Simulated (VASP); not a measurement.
Set up this calculation in VASP 6.6.1, as the native input.

| Item | Value |
| --- | --- |
| Task | single point |
| Functional | PBEsol |
| Potentials or basis | VASP PAW PBE potentials, release 64 (Au) |
| Cutoff | 520 eV |
| k mesh | 24 × 24 × 24 |
| Occupations | gaussian, width 0.1 eV |
| Spin | no spin polarisation |
| Dipole correction | no |
| Further INCAR settings | ALGO = Fast; EDIFF = 1e-06; NBANDS = 12 |

The structure of Au lies in POSCAR:

```
Au
1.0
   -1.6214796314      1.6214796314      1.6214796314
    1.6214796314     -1.6214796314      1.6214796314
    1.6214796314      1.6214796314     -1.6214796314
Au
1
Direct
    0.0000000000      0.0000000000      0.0000000000
```

These files were run (other wordings do the same):

INCAR

```
SYSTEM = Au
ALGO = Fast ; EDIFF = 1E-6
ENCUT = 520 ; GGA = PS
ISIF = 2 ; ISMEAR = 0
LASPH = .True. ; LCHARG = .False.
LREAL = .False. ; LWAVE = .False.
NBANDS = 12 ; NELM = 80
PREC = Accurate ; SIGMA = 0.1
```

KPOINTS

```
k-points
0
Gamma
  24 24 24
  0 0 0
```

Potentials or basis: VASP PAW PBE potentials, release 64 (Au).

The run is started by

```sh
$ cat potpaw_PBE.64/Au/POTCAR > POTCAR
$ mpirun -np 1 vasp_std > vasp.out
```

Results of the run:

The pressure is -0.2 GPa.

Caveat: the PAW data sets were made with another functional, which shifts forces and pressure a little.

Run time: 33 s on 1 thread of Intel(R) Xeon(R) Platinum 8488C (Sapphire Rapids), on a shared host, peak memory 0.21 GiB.
